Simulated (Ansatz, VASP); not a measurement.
**InP: VASP beside Ansatz**

```
In P
1.0
     0.00000    2.93050    2.93050
     2.93050    0.00000    2.93050
     2.93050    2.93050    0.00000
In P
1 1
Direct
  0.00000 0.00000 0.00000
  0.75000 0.75000 0.75000
```

Alike in both runs: task electric field gradients; functional PBE; k mesh 11 × 11 × 11; occupations fermi-dirac, width 0.03 eV; non-collinear spin, spin-orbit coupling.

|  | VASP | Ansatz |
| --- | --- | --- |
| version | VASP 6.6.1 | Ansatz 0.2.0 |
| potentials or method | VASP PAW PBE potentials, release 64 (In_d, P) | PAW with Ansatz's default frozen-core files, fully relativistic files with spin-orbit coupling |
| plane-wave cutoff (eV) | 520 | 420 |
| valence electrons in the cell | 18 | 18 |

|  | VASP | Ansatz | Ansatz less VASP |
| --- | --- | --- | --- |
| pressure (GPa) | 3.2 | 3.3 | +0.03 |
| net moment per atom (μB) | 0.00 | 0.00 | 0.000 |

The functional is the same, so the differences come from potentials, cutoffs and numerics.
